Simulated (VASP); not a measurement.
Here is a VASP 6.6.1 calculation.

File INCAR:

```
PREC     = Accurate       # precision mode
ENCUT    = 520            # plane-wave cutoff, eV
EDIFF    = 1E-6           # SCF threshold, eV
ISMEAR   = 0              # smearing method
SIGMA    = 0.01           # smearing width, eV
LREAL    = False          # projectors in reciprocal space
LASPH    = True           # aspherical terms in the spheres
NELM     = 100            # most SCF steps
ALGO     = Normal         # electronic algorithm
ISIF     = 2              # what is computed and relaxed
LWAVE    = False          # write WAVECAR
LCHARG   = True           # write CHGCAR
GGA      = PS             # functional
LELF     = True           # ELF
LVHAR    = True         
NBANDS   = 26             # bands
```

Contents of KPOINTS:

```
regular mesh
0
Gamma
  4 4 6
```

The input POSCAR:

```
CuI
1.0
    3.7331675900     -3.7110863700      0.0000000000
    3.7331675900      3.7110863700      0.0000000000
    0.0000000000      0.0000000000      4.3069976700
Cu I
2 2
Direct
    0.4204388300      0.5795611700      0.7500000000
    0.5795611700      0.4204388300      0.2500000000
    0.7700426800      0.2299573200      0.7500000000
    0.2299573200      0.7700426800      0.2500000000
```

Potentials or basis: VASP PAW PBE potentials, release 64 (Cu, I).

Run with:

```console
$ cat potpaw_PBE.64/Cu/POTCAR potpaw_PBE.64/I/POTCAR > POTCAR
$ mpirun -np 1 vasp_std > vasp.out
```

(1) Predict the pressure.

(2) What does it give for the largest force?

Answers

(1) -1.3 GPa.

(2) 0.158 eV/Å.

Caveat: the PAW data sets were made with another functional, which shifts forces and pressure a little.
